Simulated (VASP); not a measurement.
Input of a VASP 6.6.1 run:

The input INCAR:

```
ALGO = Normal
EDIFF = 1E-6
EDIFFG = -0.01
ENCUT = 600
GGA = PE
IBRION = 2
ISIF = 3
ISMEAR = 0
LASPH = True
LCHARG = False
LREAL = False
LWAVE = False
NELM = 60
NSW = 100
PREC = Accurate
SIGMA = 0.1
```

The input KPOINTS:

```
k-points
0
Gamma
  6 6 6
```

POSCAR

```
Cd4P
1.0
    0.0000000000      4.9966408920      4.9966408920
    4.9966408920      0.0000000000      4.9966408920
    4.9966408920      4.9966408920      0.0000000000
Cd P
8 2
Direct
    0.3959840609      0.3959840609      0.3959840609
    0.3959840609      0.3959840609      0.8120478174
    0.3959840609      0.8120478174      0.3959840609
    0.8120478174      0.3959840609      0.3959840609
    0.8540159391      0.8540159391      0.4379521826
    0.8540159391      0.8540159391      0.8540159391
    0.8540159391      0.4379521826      0.8540159391
    0.4379521826      0.8540159391      0.8540159391
    0.0000000000      0.0000000000      0.0000000000
    0.2500000000      0.2500000000      0.2500000000
```

Potentials or basis: VASP PAW PBE potentials, release 64 (Cd, P).

Run with:

```bash
$ cat potpaw_PBE.64/Cd/POTCAR potpaw_PBE.64/P/POTCAR > POTCAR
$ mpirun -np 1 vasp_std > vasp.out
```

Problem. Predict the relaxed volume.

Solution. 25.25 Å³/atom.

Problem. Estimate the space group after relaxing (to 0.1 Å).

Solution. Fd-3m (No. 227).

Forces in eV/Å, atoms in the order of the input:
```
Cd  -0.004 -0.004 -0.004
Cd   0.004  0.004 -0.004
Cd   0.004 -0.004  0.004
Cd  -0.004  0.004  0.004
Cd  -0.004 -0.004  0.004
Cd   0.004  0.004  0.004
Cd  -0.004  0.004 -0.004
Cd   0.004 -0.004 -0.004
P    0.000  0.000  0.000
P    0.000  0.000  0.000
```
